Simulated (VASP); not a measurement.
Input of a VASP 6.6.1 run:

Contents of INCAR:

```
SYSTEM = Ca
PREC = Accurate
ENCUT = 520
EDIFF = 1E-7
ISMEAR = -1
SIGMA = 0.1
LREAL = .FALSE.
LASPH = .TRUE.
NELM = 60
ALGO = Normal
ISIF = 2
LWAVE = .FALSE.
LCHARG = .TRUE.
GGA = CA
LELF = .TRUE.
LVHAR = .TRUE.
NBANDS = 11
```

KPOINTS

```
regular mesh
0
G
  17 17 17
  0 0 0
```

File POSCAR:

```
Ca
1.0
    0.0000000000      2.7743010772      2.7743010772
    2.7743010772      0.0000000000      2.7743010772
    2.7743010772      2.7743010772      0.0000000000
Ca
1
Direct
    0.0000000000      0.0000000000      0.0000000000
```

Potentials or basis: VASP PAW LDA potentials, release 64 (Ca_sv).

Run with:

```console
$ cat potpaw_LDA.64/Ca_sv/POTCAR > POTCAR
$ mpirun -np 1 vasp_std > vasp.out
```

Question: Predict the band gap on the k mesh.

Answer: Zero (band 5 reaches 1.88 eV, above the bottom of band 6 at 1.64 eV).

Question: What does it give for the pressure?

Answer: -1.8 GPa.
